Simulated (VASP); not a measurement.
## BiS4: single point with PBE

The system is BiS4.

```
CELL_PARAMETERS angstrom
-3.18725 3.18725 3.18725
3.18725 -3.18725 3.18725
3.18725 3.18725 -3.18725
ATOMIC_POSITIONS crystal
Bi 0.00000 0.00000 0.00000
S 0.00000 0.00000 0.50038
S 0.50038 0.00000 0.00000
S 0.00000 0.50038 0.00000
S 0.49962 0.49962 0.49962
```

The cell was built from a structure type or drawn by symmetry, and may not be a known phase.

```yaml
Program: VASP 6.6.1
Task: single point
Functional: PBE
Potentials_or_basis: VASP PAW PBE potentials, release 64 (Bi_d, S)
Cutoff: 520 eV
k_mesh: 8 × 8 × 8
Occupations: gaussian, width 0.1 eV
Spin: no spin polarisation
```

```
Pressure               : -0.1 GPa
Largest force          : 0.004 eV/Å
Band gap on the k mesh : zero (an odd number of electrons rules out a gap without spin polarisation)
```

Forces on the atoms (eV/Å):
```
Bi   0.000  0.000  0.000
S   -0.002 -0.002  0.002
S    0.002 -0.002 -0.002
S   -0.002  0.002 -0.002
S    0.002  0.002  0.002
```

Levels at points of the mesh, in eV from the Fermi level:
| k point | band 15 | band 16 | band 17 | band 18 | band 19 | band 20 | band 21 | band 22 | band 23 | band 24 |
| --- | --- | --- | --- | --- | --- | --- | --- | --- | --- | --- |
| (0.00, 0.00, 0.00) | -2.85 | -2.85 | -0.07 | -0.07 | -0.07 | 0.20 | 1.39 | 1.39 | 4.71 | 4.71 |
| (0.50, 0.00, 0.00) | -1.90 | -1.65 | -1.64 | -0.92 | -0.91 | -0.41 | 0.55 | 0.66 | 1.69 | 4.75 |
| (0.50, 0.50, 0.50) | -2.48 | 0.28 | 0.37 | 0.37 | 0.37 | 0.90 | 0.90 | 0.90 | 1.20 | 1.20 |

Run time: 62 s on 1 thread of AMD EPYC 9R45 96-Core Processor (Zen 5), on a shared host, peak memory 0.26 GiB.

Caveat: spin-orbit coupling is left out, which moves the levels of the heavy elements.
